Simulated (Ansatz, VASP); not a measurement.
# Al2Pt in VASP and in Ansatz

File POSCAR:

```
Al2Pt
1.0
    0.0000000000      2.9550000000      2.9550000000
    2.9550000000      0.0000000000      2.9550000000
    2.9550000000      2.9550000000      0.0000000000
Pt Al
1 2
Direct
    0.0000000000      0.0000000000      0.0000000000
    0.7500000000      0.7500000000      0.7500000000
    0.2500000000      0.2500000000      0.2500000000
```

The input INCAR.step1:

```
SYSTEM = Al2Pt
  PREC = Accurate
  ENCUT = 520
  ISMEAR = -1
  SIGMA = 0.05
  LREAL = .FALSE.
  LASPH = .TRUE.
  NELM = 100
  NBANDS = 15
  GGA = PE
  ALGO = Normal
  EDIFF = 1E-4
  LWAVE = .TRUE.
  LCHARG = .FALSE.
```

The input INCAR.step2:

```
SYSTEM = Al2Pt
  PREC = Accurate
  ENCUT = 520
  EDIFF = 1E-7
  ISMEAR = -1
  SIGMA = 0.05
  LREAL = .FALSE.
  LASPH = .TRUE.
  NELM = 100
  ALGO = Normal
  ISIF = 2
  LWAVE = .FALSE.
  LCHARG = .FALSE.
  METAGGA = R2SCAN
  LMIXTAU = .TRUE.
  NBANDS = 15
  ISTART = 1
```

KPOINTS

```
regular mesh
0
G
  8 8 8
  0 0 0
```

File input.yaml:

```yaml
crystal:
  lattice:
    - [0.0, 2.955, 2.955]
    - [2.955, 0.0, 2.955]
    - [2.955, 2.955, 0.0]
  atoms:
    - { symbol: Pt, position: [0.0, 0.0, 0.0] }
    - { symbol: Al, position: [0.75, 0.75, 0.75] }
    - { symbol: Al, position: [0.25, 0.25, 0.25] }
hamiltonian:
  xc: r2scan
  pseudopotentials: { kind: paw }
kpoints:
  mp_grid: { grid: [8, 8, 8] }
scf:
  occupations: { method: fermi_dirac, width: 0.05 }
output:
  forces: true
  stress: true
  eigenvalues: true
```

Alike in both runs: task single point; functional r2SCAN; k mesh 8 × 8 × 8; occupations fermi-dirac, width 0.05 eV; no spin polarisation.

|  | VASP | Ansatz |
| --- | --- | --- |
| version | VASP 6.6.1 | Ansatz 0.2.0 |
| potentials or method | VASP PAW PBE potentials, release 64 (Pt, Al) | Ansatz PAW |
| plane-wave cutoff (eV) | 520 | 500 |
| valence electrons in the cell | 16 | 24 |

Ansatz gave:

| Item | Value |
| --- | --- |
| gap on the k mesh at the Fermi level (eV) | none |
| pressure (GPa) | -0.4 |

Estimate VASP's values.

gap on the k mesh at the Fermi level (eV): none; pressure (GPa): -0.7.

VASP's potentials were made for PBE, not for r2SCAN. A gap of «none» marks a metal or a gap that the smearing closes. With one functional, cell and mesh, what is left measures potentials, basis and numerics. VASP's potentials hold 16 valence electrons a cell and Ansatz's 24, so a difference there can come from the potentials and not from the codes.

Spin-orbit coupling is off throughout.
